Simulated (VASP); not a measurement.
Runs of VASP 6.6.1 on Br. The structure is that of space group Immm (No. 71), or close to it. The cells are those of the table. 

```csv
cell,gap on the mesh (eV),pressure (GPa)
"a = 2.617, b = 3.402, c = 8.877 Å, 2 atoms",none,-0.1
"a = 2.604, b = 3.385, c = 9.054 Å, 2 atoms",none,(a)
"a = 2.611, b = 3.394, c = 8.965 Å, 2 atoms",none,0.0
"a = 2.624, b = 3.411, c = 8.788 Å, 2 atoms",none,-0.3
"a = 2.551, b = 3.879, c = 8.965 Å, 2 atoms",none,0.0
"a = 2.551, b = 3.888, c = 8.788 Å, 2 atoms",none,0.0
```

Alike in all rows: task single point; level PBE; potentials or basis VASP PAW PBE potentials, release 64 (Br); no spin polarisation; k mesh 16 × 12 × 6; cutoff (eV) 520; smearing gaussian 0.1 eV.

Q: Fill in the values left out.

A: (a) 0.2.

Caveats: this functional lacks dispersion, which binds layers or chains, so the pressure and a relaxed spacing across them are unreliable.

A k mesh can miss the band edges, and the runs leave out spin-orbit coupling on Br.

A gap of «none» marks levels without a gap at the run's occupations.
